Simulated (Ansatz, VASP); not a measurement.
# Two plane-wave programs on BP

```
CELL_PARAMETERS angstrom
0.00000 2.29667 2.29667
2.29667 0.00000 2.29667
2.29667 2.29667 0.00000
ATOMIC_POSITIONS crystal
B 0.00000 0.00000 0.00000
P 0.25000 0.25000 0.25000
```

Alike in both runs: task single point; functional PBE; k mesh 10 × 10 × 10; occupations gaussian, width 0.02 eV; no spin polarisation.

|  | VASP | Ansatz |
| --- | --- | --- |
| version | VASP 6.6.1 | Ansatz 0.2.0 |
| potentials or method | VASP PAW PBE potentials, release 64 (B, P), cutoff 520 eV | scalar-relativistic, plane waves, PAW |
| valence electrons in the cell | 8 | 8 |

```tsv
	VASP	Ansatz	Ansatz less VASP
gap on the k mesh at the Fermi level (eV)	1.29	1.29	+0.004
least direct gap on the mesh (eV)	3.35	3.35	+0.003
pressure (GPa)	-4.7	-4.5	+0.21
```
